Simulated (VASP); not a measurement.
# Cd (Im-3m) in VASP: a series of runs

The runs below take Cd through single point, relaxation of cell and atoms, with PBE.

Program: VASP 6.6.1. These are calculated values, not measurements. Logs are shortened: lines on timing, memory, paths and dates and some standing lists are left out, and cuts for length are marked.

## 1. The cell of the first run

It takes space group Im-3m (No. 229, cubic). Conventional cell: a = 3.468 Å, b = 3.468 Å, c = 3.468 Å, α = 90.00°, β = 90.00°, γ = 90.00°. Cd (site symmetry m-3m) has 14 Cd at 3.00 to 3.47 Å within 4.0 Å.

This isn't the form of Cd at room conditions, which is hcp.

## 2. Single point, PBE

Contents of INCAR:

```
SYSTEM = Cd
ALGO = Normal ; EDIFF = 1E-6
ENCUT = 520 ; GGA = PE
ISIF = 2 ; ISMEAR = -1
LASPH = .True. ; LCHARG = .False.
LREAL = .False. ; LWAVE = .False.
NBANDS = 12 ; NELM = 80
PREC = Accurate ; SIGMA = 0.05
```

Contents of KPOINTS:

```
k-points
0
Gamma
  16 16 16
  0 0 0
```

Contents of POSCAR:

```
Cd
1.0
   -1.7339463774      1.7339463774      1.7339463774
    1.7339463774     -1.7339463774      1.7339463774
    1.7339463774      1.7339463774     -1.7339463774
Cd
1
Direct
    0.0000000000      0.0000000000      0.0000000000
```

Potentials or basis: VASP PAW PBE potentials, release 64 (Cd).

Run with:

```sh
> cat potpaw_PBE.64/Cd/POTCAR > POTCAR
> mpirun -np 1 vasp_std > vasp.out
```

OUTCAR:

```text
SYSTEM = Cd
   EDIFF = 1E-6
   ENCUT = 520
   GGA = PE
   ISIF = 2
   ISMEAR = -1
   LASPH = .True.
   LREAL = .False.
   NELM = 80
   PREC = Accurate

 ion  position               nearest neighbor table
   1  0.000  0.000  0.000-

  LATTYP: Found a body centered cubic cell.
 ALAT       =     3.4678927548

  Lattice vectors:

 A1 = (  -1.7339463774,   1.7339463774,   1.7339463774)
 A2 = (   1.7339463774,  -1.7339463774,   1.7339463774)
 A3 = (   1.7339463774,   1.7339463774,  -1.7339463774)

Analysis of symmetry for initial positions (statically):
=====================================================================
 Subroutine PRICEL returns:
 Original cell was already a primitive cell.

 Routine SETGRP: Setting up the symmetry group for a
 body centered cubic supercell.

 Subroutine GETGRP returns: Found 48 space group operations
 (whereof 48 operations were pure point group operations)
 out of a pool of 48 trial point group operations.

The static configuration has the point symmetry O_h .

Analysis of symmetry for dynamics (positions and initial velocities):
=====================================================================
 Subroutine PRICEL returns:
 Original cell was already a primitive cell.

 Routine SETGRP: Setting up the symmetry group for a
 body centered cubic supercell.

 Subroutine GETGRP returns: Found 48 space group operations
 (whereof 48 operations were pure point group operations)
 out of a pool of 48 trial point group operations.

The dynamic configuration has the point symmetry O_h .

 Subroutine INISYM returns: Found 48 space group operations
 (whereof 48 operations are pure point group operations),
 and found     1 'primitive' translations

----------------------------------------------------------------------------------------

                                     Primitive cell

  volume of cell :      20.8529

  direct lattice vectors                    reciprocal lattice vectors
    -1.733946377  1.733946377  1.733946377     0.000000000  0.288359552  0.288359552
     1.733946377 -1.733946377  1.733946377     0.288359552  0.000000000  0.288359552
     1.733946377  1.733946377 -1.733946377     0.288359552  0.288359552  0.000000000

  length of vectors
     3.003283223  3.003283223  3.003283223     0.407801989  0.407801989  0.407801989

  position of ions in fractional coordinates (direct lattice)
     0.000000000  0.000000000  0.000000000

  ion indices of the primitive-cell ions
   primitive index   ion index
                 1           1

----------------------------------------------------------------------------------------

 KPOINTS: k-points

Automatic generation of k-mesh.
 Grid dimensions read from file:
 generate k-points for:   16   16   16

 Generating k-lattice:

  Cartesian coordinates                     Fractional coordinates (reciprocal lattice)
     0.000000000  0.018022472  0.018022472     0.062500000  0.000000000  0.000000000
     0.018022472  0.000000000  0.018022472     0.000000000  0.062500000  0.000000000
     0.018022472  0.018022472  0.000000000     0.000000000  0.000000000  0.062500000

  Length of vectors
     0.025487624  0.025487624  0.025487624

  Shift w.r.t. Gamma in fractional coordinates (k-lattice)
     0.000000000  0.000000000  0.000000000

 Subroutine IBZKPT returns following result:
 ===========================================

 Found    145 irreducible k-points:

 Following reciprocal coordinates:
            Coordinates               Weight
  0.000000  0.000000  0.000000      1.000000
  0.062500  0.000000  0.000000     12.000000
  0.125000  0.000000  0.000000     12.000000
  0.187500  0.000000  0.000000     12.000000
  0.250000  0.000000  0.000000     12.000000
  0.312500  0.000000  0.000000     12.000000
[... 16 lines left out ...]
  0.187500  0.187500  0.000000     24.000000
  0.250000  0.187500  0.000000     48.000000
 [... further k-points ...]
   k-points           NKPTS =    145   k-points in BZ     NKDIM =    145   number of bands    NBANDS=     12
   number of dos      NEDOS =    301   number of ions     NIONS =      1
   total plane-waves  NPLWV =  13824
   dimension x,y,z NGX =    24 NGY =   24 NGZ =   24
   dimension x,y,z NGXF=    48 NGYF=   48 NGZF=   48
   ions per type =               1
   NGX,Y,Z   is equivalent  to a cutoff of  13.29, 13.29, 13.29 a.u.
   NGXF,Y,Z  is equivalent  to a cutoff of  26.57, 26.57, 26.57 a.u.
 SYSTEM =  Cd
   PREC   = accura    normal or accurate (medium, high low for compatibility)
   ISTART =      0    job   : 0-new  1-cont  2-samecut
   ICHARG =      2    charge: 1-file 2-atom 10-const
   ISPIN  =      1    spin polarized calculation?
   LNONCOLLINEAR =      F non collinear calculations
   LSORBIT =      F    spin-orbit coupling
   LASPH  =      T    aspherical Exc in radial PAW
   ENCUT  =  520.0 eV  38.22 Ry    6.18 a.u.   5.58  5.58  5.58*2*pi/ulx,y,z
   NELM   =     80;   NELMIN=  2; NELMDL= -5     # of ELM steps
   EDIFF  = 0.1E-05   stopping-criterion for ELM
   LREAL  =      F    real-space projection
[... 7 lines left out ...]
   TEBEG  =    0.0;   TEEND  =   0.0 temperature during run
   PSTRESS=    0.0 pullay stress
   NELECT =      12.0000    total number of electrons
   NUPDOWN=      -1.0000    fix difference up-down
   EMIN   =  10.00;   EMAX   =-10.00  energy-range for DOS
   EFERMI =   0.00;   METHOD = LEGACY
   ISMEAR =    -1;   SIGMA  =   0.05  broadening in eV -4-tet -1-fermi 0-gaus
   EFERMI_NEDOS =   21; number of points for ismear=-14 and -15
   IALGO  =     38    algorithm
   IMIX   =      4    mixing-type and parameters
     AMIX     =   0.40;   BMIX     =  1.00
     AMIX_MAG =   1.60;   BMIX_MAG =  1.00
  volume/ion in A,a.u.               =      20.85       140.72
  Fermi-wavevector in a.u.,A,eV,Ry     =   1.361694  2.573229 25.228073  1.854211
  Thomas-Fermi vector in A             =   2.488248
   LORBIT       =      0    0 simple, 1 ext, 2 COOP (PROOUT), +10 PAW based schemes
   GGA     = PE    functional components
   LHFCALC =     F    Hartree Fock is set to
   AEXX    =    0.0000 exact exchange contribution
   IVDW    =     0    specifies the selected vdW correction
   LEPSILON=     F    determine dielectric tensor
   LRPA    =     F    only Hartree local field effects (RPA)
 non-spin polarized calculation
[... 43 lines left out ...]
      5      -5.4729      2.00000
      6      -5.4583      2.00000
      7      17.9756      0.00000
      8      18.7318      0.00000
      9      18.8718      0.00000
     10      19.6197      0.00000
     11      19.6201      0.00000
     12      19.9269      0.00000

 k-point     3 :       0.1250    0.0000    0.0000
  band No.  band energies     occupation
      1      -6.2273      2.00000
      2      -6.1888      2.00000
      3      -6.0132      2.00000
      4      -5.5590      2.00000
      5      -5.4562      2.00000
      6      -5.4284      2.00000
      7      15.5843      0.00000
      8      17.6958      0.00000
      9      18.2623      0.00000
     10      18.5760      0.00000
     11      19.1018      0.00000
     12      20.0666      0.00000

 k-point     4 :       0.1875    0.0000    0.0000
  band No.  band energies     occupation
      1      -6.2876      2.00000
      2      -6.2453      2.00000
      3      -5.8311      2.00000
      4      -5.5608      2.00000
      5      -5.4523      2.00000
      6      -4.8531      2.00000
      7      12.9980      0.00000
      8      16.5192      0.00000
      9      16.8665      0.00000
     10      18.2370      0.00000
     11      18.7155      0.00000
     12      20.6885      0.00000

 k-point     5 :       0.2500    0.0000    0.0000
  band No.  band energies     occupation
      1      -6.3580      2.00000
      2      -6.3424      2.00000
      3      -5.6077      2.00000
      4      -5.5666      2.00000
      5      -5.4467      2.00000
      6      -4.0102      2.00000
      7      10.4649      0.00000
      8      15.4766      0.00000
      9      15.5898      0.00000
     10      17.9294      0.00000
     11      18.4390      0.00000
     12      21.5976      0.00000

 k-point     6 :       0.3125    0.0000    0.0000
  band No.  band energies     occupation
      1      -6.4605      2.00000
      2      -6.4276      2.00000
      3      -5.5500      2.00000
      4      -5.4399      2.00000
      5      -5.3739      2.00000
      6      -2.9374      2.00000
      7       8.0533      0.00000
      8      14.5092      0.00000
      9      14.6308      0.00000
     10      17.6830      0.00000
     11      18.2674      0.00000
     12      22.7455      0.00000

 k-point     7 :       0.3750    0.0000    0.0000
  band No.  band energies     occupation
      1      -6.5701      2.00000
      2      -6.4859      2.00000
      3      -5.5242      2.00000
      4      -5.4332      2.00000
      5      -5.1666      2.00000
      6      -1.6513      2.00000
      7       5.8016      0.00000
      8      13.6846      0.00000
      9      14.0100      0.00000
     10      17.5067      0.00000
     11      18.1777      0.00000
     12      24.0938      0.00000

 k-point     8 :       0.4375    0.0000    0.0000
  band No.  band energies     occupation
      1      -6.6461      2.00000
      2      -6.5245      2.00000
      3      -5.5029      2.00000
      4      -5.4282      2.00000
      5      -5.0230      2.00000
      6      -0.1961      2.00000
      7       3.7639      0.00046
      8      13.1660      0.00000
      9      13.6309      0.00000
     10      17.4015      0.00000
     11      18.1403      0.00000
     12      24.8459      0.00000
[... 166 lines left out ...]
 k-point    20 :       0.3125    0.1250    0.0000
  band No.  band energies     occupation
      1      -6.5089      2.00000
      2      -6.3988      2.00000
      3      -5.5572      2.00000
      4      -5.5021      2.00000
      5      -5.2652      2.00000
      6      -1.2249      2.00000
      7       6.0771      0.00000
      8      10.9115      0.00000
      9      13.6714      0.00000
     10      18.3899      0.00000
     11      21.1458      0.00000
     12      22.2567      0.00000

 k-point    21 :       0.3750    0.1250    0.0000
  band No.  band energies     occupation
      1      -6.5649      2.00000
      2      -6.4449      2.00000
      3      -5.5276      2.00000
      4      -5.4921      2.00000
      5      -5.1502      2.00000
      6       0.2419      2.00000
      7       4.0386      0.00000
      8      10.5287      0.00000
      9      13.2950      0.00000
     10      18.2899      0.00000
     11      21.0343      0.00000
     12      23.1424      0.00000

 k-point    22 :       0.4375    0.1250    0.0000
  band No.  band energies     occupation
      1      -6.5862      2.00000
      2      -6.4599      2.00000
      3      -5.5048      2.00000
      4      -5.5026      2.00000
      5      -5.1061      2.00000
      6       1.4653      2.00000
      7       2.6241      2.00000
      8      10.3975      0.00000
      9      13.1676      0.00000
     10      18.2573      0.00000
     11      20.9943      0.00000
     12      23.6276      0.00000

 k-point    23 :       0.1875    0.1875    0.0000
  band No.  band energies     occupation
      1      -6.4207      2.00000
      2      -6.2298      2.00000
      3      -5.6853      2.00000
      4      -5.5983      2.00000
      5      -5.3961      2.00000
      6      -2.6044      2.00000
      7       9.5190      0.00000
      8      10.1983      0.00000
      9      14.3268      0.00000
     10      19.0438      0.00000
     11      20.5182      0.00000
     12      23.1533      0.00000

 k-point    24 :       0.2500    0.1875    0.0000
  band No.  band energies     occupation
      1      -6.4703      2.00000
      2      -6.2612      2.00000
      3      -5.6458      2.00000
      4      -5.5712      2.00000
      5      -5.3342      2.00000
      6      -1.4110      2.00000
      7       7.4765      0.00000
      8       9.2582      0.00000
      9      13.7148      0.00000
     10      19.0684      0.00000
     11      21.0078      0.00000
     12      23.6232      0.00000

 [... further k-points ...]

------------------------ aborting loop because EDIFF is reached ----------------------------------------

  FORCE on cell =-STRESS in cart. coord.  units (eV):
  Direction    XX          YY          ZZ          XY          YZ          ZX
  --------------------------------------------------------------------------------------
  -------------------------------------------------------------------------------------
  Total        0.8369307      0.8369307      0.8369307      0.0000000     -0.0000000      0.0000000
  in kB       64.3032773     64.3032773     64.3032773      0.0000000     -0.0000000      0.0000000
  external PRESSURE =      64.3032773 kB  Pullay stress =       0.0000000 kB

 VOLUME and BASIS-vectors are now :
 -----------------------------------------------------------------------------
  energy-cutoff  :      520.00
  volume of cell :       20.85
      direct lattice vectors                 reciprocal lattice vectors
    -1.733946377  1.733946377  1.733946377     0.000000000  0.288359552  0.288359552
     1.733946377 -1.733946377  1.733946377     0.288359552  0.000000000  0.288359552
     1.733946377  1.733946377 -1.733946377     0.288359552  0.288359552  0.000000000

 POSITION                                       TOTAL-FORCE (eV/Angst)
 -----------------------------------------------------------------------------------
      0.00000      0.00000      0.00000         0.000000     -0.000000      0.000000
 -----------------------------------------------------------------------------------
    total drift:                                0.000000      0.000000      0.000000

  FREE ENERGIE OF THE ION-ELECTRON SYSTEM (eV)
  ---------------------------------------------------
  free  energy   TOTEN  =        -0.6499365716 eV

  energy  without entropy=       -0.6478373186  energy(sigma->0) =       -0.64888695
```

Wall time 8.1 s (1 thread of Intel Xeon 6975P-C (Granite Rapids), shared host); peak memory 0.15 GiB.

What came out:

- Free energy: -0.6499 eV
- Pressure: 6.4 GPa
- Band gap on the k mesh: zero (bands 6 and 7 overlap by 4.30 eV)

Levels at points of the mesh, in eV from the Fermi level:
| k point | band 2 | band 3 | band 4 | band 5 | band 6 | band 7 | band 8 | band 9 | band 10 | band 11 |
| --- | --- | --- | --- | --- | --- | --- | --- | --- | --- | --- |
| (0.00, 0.00, 0.00) | -9.52 | -9.52 | -9.29 | -8.80 | -8.80 | 15.65 | 15.65 | 15.65 | 17.01 | 17.01 |
| (0.50, 0.00, 0.00) | -9.88 | -8.84 | -8.77 | -8.32 | -2.41 | -0.90 | 9.64 | 10.16 | 14.02 | 14.79 |
| (0.50, 0.50, 0.50) | -10.08 | -8.44 | -8.44 | -8.44 | 3.40 | 3.40 | 3.40 | 6.23 | 8.19 | 8.19 |

Caveat: the cell stands under pressure.

## 3. Relaxation of cell and atoms, PBE, target pressure 6.1 GPa, at which the enthalpy is minimised

This run uses another cell than the first one, of 20.50 Å³/atom.

Contents of INCAR:

```
PREC = Accurate ; ENCUT = 600
EDIFF = 1E-6 ; ISMEAR = -1
SIGMA = 0.05 ; LREAL = F
LASPH = T ; NELM = 100
ALGO = Normal ; ISIF = 3
LWAVE = F ; LCHARG = F
GGA = PE ; IBRION = 2
NSW = 60 ; EDIFFG = -0.005
PSTRESS = 61.0
```

Contents of KPOINTS:

```
Automatic mesh
0
Gamma
  16 16 16
```

Contents of POSCAR:

```
Cd
1.0
   -1.7242364254      1.7242364254      1.7242364254
    1.7242364254     -1.7242364254      1.7242364254
    1.7242364254      1.7242364254     -1.7242364254
Cd
1
Direct
    0.0000000000      0.0000000000      0.0000000000
```

Potentials or basis: VASP PAW PBE potentials, release 64 (Cd).

Run with:

```sh
> cat potpaw_PBE.64/Cd/POTCAR > POTCAR
> mpirun -np 1 vasp_std > vasp.out
```

Run time: 15 s. Hardware: 1 thread of Intel Xeon 6975P-C (Granite Rapids), shared host; peak memory 0.17 GiB.

Results (log left out):

| Item | Value |
| --- | --- |
| Free energy | -0.6518 eV |
| Relaxed volume | 20.92 Å³/atom |
| Relaxed cell | a = 3.006 Å, b = 3.006 Å, c = 3.006 Å, α = 109.47°, β = 109.47°, γ = 109.47° |
| Space group after relaxing (to 0.1 Å) | Im-3m (No. 229) |
| Energy change on relaxing (the run minimises the enthalpy) | -17.6 meV/atom |
| Ionic steps | 3 |
| Pressure after relaxing | 6.1 GPa |
| Band gap on the k mesh | zero (bands 6 and 7 overlap by 4.31 eV) |

The path:
```tsv
step	energy change (eV)	largest force (eV/Å)	pressure (GPa)	volume (Å³)
1	0.0000	0.0000	7.62	20.50
2	-0.0237	0.0000	5.53	21.09
3	-0.0176	0.0000	6.12	20.92
```

Final structure:
```
Cd
1.0
    -1.73572    1.73572    1.73572
     1.73572   -1.73572    1.73572
     1.73572    1.73572   -1.73572
Cd
1
Direct
  0.00000 0.00000 0.00000
```

Levels at points of the mesh, in eV from the Fermi level:
| k point | band 2 | band 3 | band 4 | band 5 | band 6 | band 7 | band 8 | band 9 | band 10 |
| --- | --- | --- | --- | --- | --- | --- | --- | --- | --- |
| (0.00, 0.00, 0.00) | -9.50 | -9.50 | -9.27 | -8.80 | -8.80 | 15.64 | 15.64 | 15.64 | 16.96 |
| (0.50, 0.00, 0.00) | -9.87 | -8.83 | -8.76 | -8.31 | -2.40 | -0.91 | 9.63 | 10.15 | 14.00 |
| (0.50, 0.50, 0.50) | -10.07 | -8.43 | -8.43 | -8.43 | 3.40 | 3.40 | 3.40 | 6.20 | 8.18 |

Caveat: the cell is relaxed towards a set pressure, so the run minimises the enthalpy, not the energy.

## 4. Relaxation of cell and atoms, PBE, target pressure 6.1 GPa, at which the enthalpy is minimised

Contents of INCAR:

```
PREC = Accurate
ENCUT = 600
EDIFF = 1E-7
ISMEAR = -1
SIGMA = 0.05
LREAL = False
LASPH = True
NELM = 60
ALGO = Normal
ISIF = 3
LWAVE = False
LCHARG = False
GGA = PE
IBRION = 2
NSW = 32
EDIFFG = -0.005
PSTRESS = 61.0
```

KPOINTS is that of step 3.

Contents of POSCAR:

```
Cd
1.0
   -1.7339463774      1.7339463774      1.7339463774
    1.7339463774     -1.7339463774      1.7339463774
    1.7339463774      1.7339463774     -1.7339463774
Cd
1
Direct
    0.0000000000      0.0000000000      0.0000000000
```

Run with:

```sh
> cat potpaw_PBE.64/Cd/POTCAR > POTCAR
> mpirun -np 1 vasp_std > vasp.out
```

Run time: 16 s. Hardware: 1 thread of Intel Xeon 6975P-C (Granite Rapids), shared host; peak memory 0.16 GiB.

It converged, with:

* Free energy: -0.6520 eV
* Relaxed volume: 20.92 Å³/atom
* Relaxed cell: a = 3.006 Å, b = 3.006 Å, c = 3.006 Å, α = 109.47°, β = 109.47°, γ = 109.47°
* Space group after relaxing (to 0.1 Å): Im-3m (No. 229)
* Energy change on relaxing (the run minimises the enthalpy): -2.5 meV/atom
* Ionic steps: 3
* Pressure after relaxing: 6.1 GPa
* Band gap on the k mesh: zero (bands 6 and 7 overlap by 4.31 eV)

Step by step:
```tsv
step	energy change (eV)	largest force (eV/Å)	pressure (GPa)	volume (Å³)
1	0.0000	0.0000	6.32	20.85
2	-0.0033	0.0000	6.03	20.94
3	-0.0025	0.0000	6.10	20.92
```

Final structure:
```
CELL_PARAMETERS angstrom
-1.73571 1.73571 1.73571
1.73571 -1.73571 1.73571
1.73571 1.73571 -1.73571
ATOMIC_POSITIONS crystal
Cd 0.00000 0.00000 0.00000
```

Levels at points of the mesh, in eV from the Fermi level:
| k point | band 3 | band 4 | band 5 | band 6 | band 7 | band 8 | band 9 | band 10 |
| --- | --- | --- | --- | --- | --- | --- | --- | --- |
| (0.00, 0.00, 0.00) | -9.50 | -9.27 | -8.80 | -8.80 | 15.64 | 15.64 | 15.64 | 16.96 |
| (0.50, 0.00, 0.00) | -8.83 | -8.76 | -8.31 | -2.40 | -0.91 | 9.63 | 10.15 | 14.00 |
| (0.50, 0.50, 0.50) | -8.43 | -8.43 | -8.43 | 3.40 | 3.40 | 3.40 | 6.20 | 8.18 |

Caveat: the cell is relaxed towards a set pressure, so the run minimises the enthalpy, not the energy.

## 5. Summary

| task | cell | cutoff (eV) | gap on the mesh (eV) | pressure (GPa) |
| --- | --- | --- | --- | --- |
| single point | a = 3.003 Å, angles 109.5°, 1 atom | 520 | none | 6.4 |
| relaxation of cell and atoms | relaxed to 6.1 GPa from a = 2.986 Å, angles 109.5°, 1 atom | 600 | none | 6.1 |
| relaxation of cell and atoms | relaxed to 6.1 GPa from a = 3.003 Å, angles 109.5°, 1 atom | 600 | none | 6.1 |

Alike in all rows: level PBE; potentials or basis VASP PAW PBE potentials, release 64 (Cd); no spin polarisation; k mesh 16 × 16 × 16; smearing fermi-dirac 0.05 eV.

Caveats: the cell is relaxed towards a set pressure, so the run minimises the enthalpy, not the energy (at least some runs); the cell stands under pressure (at least some runs).

Absolute energies hang on the potentials; compare differences alone.
